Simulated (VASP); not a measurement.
# K7NaCl8 in VASP: a series of runs, part 2 of 2

VASP 6.6.1. Earlier steps stand in the parts before.

## 3. Single point, PBE

Contents of INCAR:

```
PREC = Accurate
ENCUT = 520
EDIFF = 1E-6
ISMEAR = -1
SIGMA = 0.0991
LREAL = Auto
LASPH = T
NELM = 80
ALGO = Normal
ISIF = 2
LWAVE = F
LCHARG = F
GGA = PE
ISYM = 0
NBANDS = 77
```

Contents of KPOINTS:

```
regular mesh
0
Gamma
  1 1 1
```

Contents of POSCAR:

```
K7NaCl8
1.0
    8.0552110000      0.0523980000     -0.0749070000
    0.0523980000      8.1439380000      0.0866740000
   -0.0749070000      0.0866740000      8.1384140000
Na Cl K
1 8 7
Direct
    0.6928621657      0.4126348153      0.8552628947
    0.4448768670      0.4758641569      0.6194262594
    0.9479389618      0.5824540891      0.7177804715
    0.6492658097      0.7678640685      0.1361239062
    0.9190013006      0.3369484972      0.2398816227
    0.3240712382      0.0119180906      0.3203397143
    0.7364395384      0.1274470933      0.7152181159
    0.3470547776      0.4802489829      1.0161072823
    0.1320758048      0.9318916852      0.8248192611
    0.1664429381      0.7648924080      0.4876822998
    0.1955528255      0.2962807153      0.5244207828
    0.0172067514      0.7025867294      0.0585946972
    0.6463544139      0.1226016397      0.2322515291
    0.1251652995      0.2403891783      0.9820018084
    0.7237890643      0.5884897612      0.4524052359
    0.4492215275      0.7703998292      0.8689254690
```

Potentials or basis: VASP PAW PBE potentials, release 64 (Na_pv, Cl, K_sv).

Run with:

```console
$ cat potpaw_PBE.64/Na_pv/POTCAR potpaw_PBE.64/Cl/POTCAR potpaw_PBE.64/K_sv/POTCAR > POTCAR
$ mpirun -np 1 vasp_gam > vasp.out
```

OUTCAR:

```text
PREC = Accurate
   ENCUT = 520
   EDIFF = 1E-6
   ISMEAR = -1
   LREAL = Auto
   LASPH = T
   NELM = 80
   ISIF = 2
   GGA = PE
   ISYM = 0

 ion  position               nearest neighbor table
   1  0.693  0.413  0.855-   7 2.63
   2  0.445  0.476  0.619-  11 2.61  15 2.80  16 3.18
   3  0.948  0.582  0.718-  15 2.79  10 2.98  12 3.01
   4  0.649  0.768  0.136-  16 2.68  15 2.98  13 3.01  12 3.08
   5  0.919  0.337  0.240-  14 2.82  13 2.82  15 3.14  11 3.19
   6  0.324  0.012  0.320-  10 2.74  13 2.86  11 3.06
   7  0.736  0.127  0.715-   1 2.63
   8  0.347  0.480  0.016-  14 2.68  16 2.77  12 3.22
   9  0.132  0.932  0.825-  12 2.81  14 2.84  16 2.87  10 3.10
  10  0.166  0.765  0.488-   6 2.74   3 2.98   9 3.10  12 3.72
  11  0.196  0.296  0.524-   2 2.61   6 3.06   5 3.19  14 3.80
  12  0.017  0.703  0.059-   9 2.81   3 3.01   4 3.08   8 3.22  10 3.72
  13  0.646  0.123  0.232-   5 2.82   6 2.86   4 3.01
  14  0.125  0.240  0.982-   8 2.68   5 2.82   9 2.84  11 3.80
  15  0.724  0.588  0.452-   3 2.79   2 2.80   4 2.98   5 3.14
  16  0.449  0.770  0.869-   4 2.68   8 2.77   9 2.87   2 3.18

IMPORTANT INFORMATION: All symmetrisations will be switched off!
NOSYMM: (Re-)initialisation of all symmetry stuff for point group C_1.

----------------------------------------------------------------------------------------

                                     Primitive cell

  volume of cell :     533.7600

  direct lattice vectors                    reciprocal lattice vectors
     8.055211000  0.052398000 -0.074907000     0.124159224 -0.000811093  0.001151415
     0.052398000  8.143938000  0.086674000    -0.000811093  0.122809937 -0.001315390
    -0.074907000  0.086674000  8.138414000     0.001151415 -0.001315390  0.122898670

  length of vectors
     8.055729692  8.144567765  8.139220225     0.124167212  0.122819659  0.122911103

  position of ions in fractional coordinates (direct lattice)
     0.692862166  0.412634815  0.855262895
     0.444876867  0.475864157  0.619426259
     0.947938962  0.582454089  0.717780471
     0.649265810  0.767864069  0.136123906
     0.919001301  0.336948497  0.239881623
     0.324071238  0.011918091  0.320339714
[... 8 lines left out ...]
     0.723789064  0.588489761  0.452405236
     0.449221528  0.770399829  0.868925469

  ion indices of the primitive-cell ions
   primitive index   ion index
                 1           1
                 2           2
                 3           3
                 4           4
                 5           5
                 6           6
[... 8 lines left out ...]
                15          15
                16          16

----------------------------------------------------------------------------------------

 KPOINTS: regular mesh

Automatic generation of k-mesh.
 Grid dimensions read from file:
 generate k-points for:    1    1    1

 Generating k-lattice:

  Cartesian coordinates                     Fractional coordinates (reciprocal lattice)
     0.124159224 -0.000811093  0.001151415     1.000000000 -0.000000000  0.000000000
    -0.000811093  0.122809937 -0.001315390     0.000000000  1.000000000  0.000000000
     0.001151415 -0.001315390  0.122898670     0.000000000  0.000000000  1.000000000

  Length of vectors
     0.124167212  0.122819659  0.122911103

  Shift w.r.t. Gamma in fractional coordinates (k-lattice)
     0.000000000  0.000000000  0.000000000

 Subroutine IBZKPT returns following result:
 ===========================================

 Found      1 irreducible k-points:

 Following reciprocal coordinates:
            Coordinates               Weight
  0.000000  0.000000  0.000000      1.000000
   k-points           NKPTS =      1   k-points in BZ     NKDIM =      1   number of bands    NBANDS=     77
   number of dos      NEDOS =    301   number of ions     NIONS =     16
   total plane-waves  NPLWV = 245760
   dimension x,y,z NGX =    60 NGY =   64 NGZ =   64
   dimension x,y,z NGXF=   120 NGYF=  128 NGZF=  128
   ions per type =               1   8   7
   NGX,Y,Z   is equivalent  to a cutoff of  12.38, 13.06, 13.07 a.u.
   NGXF,Y,Z  is equivalent  to a cutoff of  24.76, 26.13, 26.14 a.u.
 SYSTEM =  unknown system
   PREC   = accura    normal or accurate (medium, high low for compatibility)
   ISTART =      0    job   : 0-new  1-cont  2-samecut
   ICHARG =      2    charge: 1-file 2-atom 10-const
   ISPIN  =      1    spin polarized calculation?
   LNONCOLLINEAR =      F non collinear calculations
   LSORBIT =      F    spin-orbit coupling
   LASPH  =      T    aspherical Exc in radial PAW
   ENCUT  =  520.0 eV  38.22 Ry    6.18 a.u.  14.98 15.14 15.13*2*pi/ulx,y,z
   NELM   =     80;   NELMIN=  2; NELMDL= -5     # of ELM steps
   EDIFF  = 0.1E-05   stopping-criterion for ELM
   LREAL  =      T    real-space projection
   EDIFFG = 0.1E-04   stopping-criterion for IOM
   NSW    =      0    number of steps for IOM
   IBRION =     -1    ionic relax: 0-MD 1-quasi-New 2-CG
   NFREE  =      0    steps in history (QN), initial steepest desc. (CG)
   ISIF   =      2    stress and relaxation
   ISYM   =      0    0-nonsym 1-usesym 2-fastsym
   POTIM  = 0.5000    time-step for ionic-motion
   TEBEG  =    0.0;   TEEND  =   0.0 temperature during run
   PSTRESS=    0.0 pullay stress
   NELECT =     126.0000    total number of electrons
   NUPDOWN=      -1.0000    fix difference up-down
   EMIN   =  10.00;   EMAX   =-10.00  energy-range for DOS
   EFERMI =   0.00;   METHOD = LEGACY
   ISMEAR =    -1;   SIGMA  =   0.10  broadening in eV -4-tet -1-fermi 0-gaus
   EFERMI_NEDOS =   21; number of points for ismear=-14 and -15
   IALGO  =     38    algorithm
   IMIX   =      4    mixing-type and parameters
     AMIX     =   0.40;   BMIX     =  1.00
     AMIX_MAG =   1.60;   BMIX_MAG =  1.00
  volume/ion in A,a.u.               =      33.36       225.12
  Fermi-wavevector in a.u.,A,eV,Ry     =   1.011773  1.911973 13.928070  1.023684
  Thomas-Fermi vector in A             =   2.144842
   LORBIT       =      0    0 simple, 1 ext, 2 COOP (PROOUT), +10 PAW based schemes
   GGA     = PE    functional components
   LHFCALC =     F    Hartree Fock is set to
   AEXX    =    0.0000 exact exchange contribution
   IVDW    =     0    specifies the selected vdW correction
   LEPSILON=     F    determine dielectric tensor
   LRPA    =     F    only Hartree local field effects (RPA)
 non-spin polarized calculation
  energy-cutoff  :      520.00
  volume of cell :      533.76
 maximum number of plane-waves:      7178
 NGX is ok and might be reduce to    60
   NGX = 29   NGY = 31   NGZ = 31

 number of electron     125.9999995 magnetization

 Free energy of the ion-electron system (eV)
  ---------------------------------------------------
  ext. energy  EPLUGINS =         0.00000000
  ---------------------------------------------------
  free energy    TOTEN  =       -49.44188129 eV

  energy without entropy =      -49.44188062  energy(sigma->0) =      -49.44188096

 E-fermi :   0.7153     XC(G=0):  -7.0621

 val. band max:       -0.8899206542   @ k =   0.0000   0.0000   0.0000
 cond. band min:       2.3143522315   @ k =   0.0000   0.0000   0.0000
 fundamental gap:      3.2042728857
 Fermi energy:         0.7153330732

 k-point     1 :       0.0000    0.0000    0.0000
  band No.  band energies     occupation
      1     -30.2264      2.00000
      2     -29.8277      2.00000
      3     -29.7075      2.00000
      4     -29.7037      2.00000
      5     -29.6273      2.00000
      6     -29.2170      2.00000
[... 67 lines left out ...]
     74       5.5491      0.00000
     75       5.8096      0.00000
 [bands above 75 left out]

------------------------ aborting loop because EDIFF is reached ----------------------------------------

  FORCE on cell =-STRESS in cart. coord.  units (eV):
  Direction    XX          YY          ZZ          XY          YZ          ZX
  --------------------------------------------------------------------------------------
  -------------------------------------------------------------------------------------
  Total       11.0844869      9.3597592      7.2935985      4.6458175     -0.6204004      0.6586340
  in kB       33.2720958     28.0950130     21.8930574     13.9452629     -1.8622444      1.9770092
  external PRESSURE =      27.7533887 kB  Pullay stress =       0.0000000 kB

 VOLUME and BASIS-vectors are now :
 -----------------------------------------------------------------------------
  energy-cutoff  :      520.00
  volume of cell :      533.76
      direct lattice vectors                 reciprocal lattice vectors
     8.055211000  0.052398000 -0.074907000     0.124159224 -0.000811093  0.001151415
     0.052398000  8.143938000  0.086674000    -0.000811093  0.122809937 -0.001315390
    -0.074907000  0.086674000  8.138414000     0.001151415 -0.001315390  0.122898670

 POSITION                                       TOTAL-FORCE (eV/Angst)
 -----------------------------------------------------------------------------------
      5.53871      3.47091      6.94435        -0.270442     -0.207829     -0.067733
      3.56211      3.95241      5.04907         0.618382      0.968601      0.067514
      7.61260      4.85535      5.82107         0.058604     -0.541949      0.315227
      5.26001      6.29926      1.12575         1.081676      0.017397      0.704033
      7.40244      2.81303      1.91262         0.031307      0.685166      0.246254
      2.58709      0.14181      2.58381        -0.314432      0.366993     -0.272363
[... 8 lines left out ...]
      5.82722      4.86976      3.67865        -0.235121     -0.013071     -0.634610
      3.59385      6.37294      7.10480         0.046455      0.623281     -0.884185
 -----------------------------------------------------------------------------------
    total drift:                               -0.012712      0.000339      0.013400

  FREE ENERGIE OF THE ION-ELECTRON SYSTEM (eV)
  ---------------------------------------------------
  free  energy   TOTEN  =       -49.4418812923 eV

  energy  without entropy=      -49.4418806199  energy(sigma->0) =      -49.44188096
```

Wall time 44 s (1 thread of Intel Xeon 6975P-C (Granite Rapids), shared host); peak memory 0.5 GiB.

What came out:

* Free energy: -49.4419 eV
* Pressure: 2.8 GPa
* Largest force: 1.509 eV/Å
* Band gap on the k mesh: 3.20 eV

Forces on the atoms (eV/Å):
```
Na  -0.270 -0.208 -0.068
Cl   0.618  0.969  0.068
Cl   0.059 -0.542  0.315
Cl   1.082  0.017  0.704
Cl   0.031  0.685  0.246
Cl  -0.314  0.367 -0.272
Cl  -0.059  0.040  0.121
Cl   0.411  0.004  0.790
Cl   0.310  0.339 -0.473
K    0.015 -0.236  0.549
K   -1.091 -1.000 -0.298
K   -0.064 -0.171  0.004
K   -0.244 -0.216  0.091
K   -0.296 -0.659 -0.257
K   -0.235 -0.013 -0.635
K    0.046  0.623 -0.884
```

Stress tensor (GPa, compression positive):
```
 3.33  1.39  0.20
 1.39  2.81 -0.19
 0.20 -0.19  2.19
```

Levels at points of the mesh, in eV from the valence-band top:
```tsv
k point	band 60	band 61	band 62	band 63	band 64	band 65	band 66	band 67
(0.00, 0.00, 0.00)	-0.67	-0.53	-0.28	0.00	3.20	4.77	5.22	5.55
```

Caveat: the k points lie up to 0.78 Å⁻¹ apart.
